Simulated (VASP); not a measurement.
The system is KEuCu3.

```
K Eu Cu
1.0
     4.69769    0.00000    0.00000
     0.00000    4.69769    0.00000
     0.00000    0.00000    4.69769
K Eu Cu
1 1 3
Direct
  0.00000 0.00000 0.00000
  0.50000 0.50000 0.50000
  0.50000 0.50000 0.00000
  0.50000 0.00000 0.50000
  0.00000 0.50000 0.50000
```

The cell was generated, and may not be a known phase.

| Property | Result |
| --- | --- |
| Program | VASP 6.6.1 |
| Task | relaxation of cell and atoms |
| Functional | PBE |
| Potentials or basis | VASP PAW PBE potentials, release 64 (K_sv, Eu, Cu) |
| Cutoff | 600 eV |
| k mesh | 4 × 4 × 4 |
| Occupations | gaussian, width 0.1 eV |
| Spin | collinear spin, ferromagnetic start |
| Starting moments | [0.0, 7.0, 0.0, 0.0, 0.0] μB |

At the start: pressure 21.5 GPa; volume 20.73 Å³/atom.

Question: How do energy, volume and symmetry change on relaxing?

Answer: Over 10 steps the energy falls by 586.6 meV/atom and the volume is 34.71 Å³/atom (+67.4 %); space group Pm-3m (No. 221, to 0.1 Å) before and after; moment 6.91 μB per cell.

The path:
| step | energy change (eV) | largest force (eV/Å) | pressure (GPa) | volume (Å³) |
| --- | --- | --- | --- | --- |
| 1 | 0.0000 | 0.0000 | 21.53 | 103.67 |
| 2 | 0.6248 | 0.0000 | -2.69 | 151.35 |
| 3 | -2.6228 | 0.0000 | 1.91 | 143.20 |
| 4 | -2.6951 | 0.0000 | 3.30 | 146.43 |
| 5 | -2.7459 | 0.0000 | 2.84 | 149.09 |
| 6 | -2.7656 | 0.0000 | 2.61 | 150.24 |
| 7 | -2.7948 | 0.0000 | 2.25 | 152.11 |
| 8 | -2.8642 | 0.0000 | 1.56 | 157.83 |
| 9 | -2.9301 | 0.0000 | 0.35 | 169.69 |
| 10 | -2.9332 | 0.0000 | -0.03 | 173.57 |

Final structure:
```
K Eu Cu
1.0
     5.57816    0.00000    0.00000
     0.00000    5.57816    0.00000
     0.00000    0.00000    5.57816
K Eu Cu
1 1 3
Direct
  0.00000 0.00000 0.00000
  0.50000 0.50000 0.50000
  0.50000 0.50000 0.00000
  0.50000 0.00000 0.50000
  0.00000 0.50000 0.50000
```

Caveat: the volume moved by over 15 % at a fixed basis, so the end points are rough; semilocal functionals describe open f shells poorly, which spoils levels, moments and volumes.
